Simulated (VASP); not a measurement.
Wanted: the native input for a VASP 6.6.1 run.

| Property | Result |
| --- | --- |
| Task | single point |
| Functional | PBE |
| Potentials or basis | VASP PAW PBE potentials, release 64 (Hf_pv, N) |
| Cutoff | 520 eV |
| k mesh | 18 × 18 × 18 |
| Occupations | gaussian, width 0.15 eV |
| Spin | no spin polarisation |
| Dipole correction | no |
| Further INCAR settings | ALGO = Normal; EDIFF = 1e-07; NBANDS = 14 |

The structure of HfN lies in POSCAR:

```
HfN
1.0
    0.0000000000      2.3493600000      2.3493600000
    2.3493600000      0.0000000000      2.3493600000
    2.3493600000      2.3493600000      0.0000000000
Hf N
1 1
Direct
    0.0000000000      0.0000000000      0.0000000000
    0.5000000000      0.5000000000      0.5000000000
```

This cell differs from its parent crystal: strain +0.040 along x and y, +0.040 along z.

These files were run (other wordings do the same):

INCAR

```
SYSTEM = HfN
ALGO = Normal
EDIFF = 1E-7
ENCUT = 520
GGA = PE
ISIF = 2
ISMEAR = 0
LASPH = .TRUE.
LCHARG = .TRUE.
LELF = .TRUE.
LREAL = .FALSE.
LVHAR = .TRUE.
LWAVE = .FALSE.
NBANDS = 14
NELM = 100
PREC = Accurate
SIGMA = 0.15
```

KPOINTS

```
k-points
0
G
  18 18 18
  0 0 0
```

Potentials or basis: VASP PAW PBE potentials, release 64 (Hf_pv, N).

The run is started by

```sh
$ cat potpaw_PBE.64/Hf_pv/POTCAR potpaw_PBE.64/N/POTCAR > POTCAR
$ mpirun -np 1 vasp_std > vasp.out
```

It gave:

```json
{"Pressure": "-22.9 GPa", "Band gap on the k mesh": "zero (an odd number of electrons rules out a gap without spin polarisation)"}
```

Caveat: the cell differs from its parent crystal (strain +0.040 along x and y, +0.040 along z); the cell stands under tension; spin-orbit coupling is left out, which moves the levels of the heavy elements; an odd number of electrons without spin polarisation forces a metal; a magnetic or distorted state may lie lower.

Run time: 3.6 min on 1 thread of Intel Xeon 8259CL, with other jobs on the host, peak memory 0.22 GiB.
